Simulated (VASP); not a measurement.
**Ba3Ir: density of states with PBE**

The system is Ba3Ir.

```xyz
4
Lattice="5.8737 0.0000 0.0000 -2.9368 5.0868 0.0000 0.0000 0.0000 6.1630" Properties=species:S:1:pos:R:3 pbc="T T T"
Ba    0.0000    0.0000    3.0815
Ba    0.0000    3.3912    0.0000
Ba    2.9368    1.6956    0.0000
Ir    0.0000    0.0000    0.0000
```

- Program: VASP 6.6.1
- Task: density of states
- Functional: PBE
- Potentials or basis: VASP PAW PBE potentials, release 64 (Ba_sv, Ir)
- Cutoff: 400 eV
- k mesh: 9 × 9 × 8
- Occupations: gaussian, width 0.1 eV
- Spin: no spin polarisation
- Dipole correction: no
- k mesh for the DOS: 14 × 14 × 12
- Occupations for the DOS: tetrahedron
- Further INCAR settings: ALGO = Normal; EDIFF = 1e-06; NBANDS = 28

- Valence electrons inside the program's atomic spheres: Ba 7.96, 8.02; Ir 8.10

Levels at points of the mesh, in eV from the Fermi level:
```
           k point  band 17  band 18  band 19  band 20  band 21  band 22
(0.00, 0.00, 0.00)    -1.20    -1.11    -1.11     0.79     0.79     1.13
(0.50, 0.00, 0.00)    -1.51    -1.45    -0.55    -0.04     0.50     0.70
(0.00, 0.00, 0.50)    -1.09    -0.87    -0.66     0.25     0.25     0.26
(0.50, 0.00, 0.50)    -1.38    -0.70    -0.60    -0.37     0.20     1.01
```

Run time: 7.6 min on 1 thread of Intel(R) Xeon(R) Platinum 8259CL CPU @ 2.50GHz (Skylake/Cascade Lake) (shared host), peak memory 0.62 GiB.

Caveat: spin-orbit coupling is left out, which moves the levels of the heavy elements.
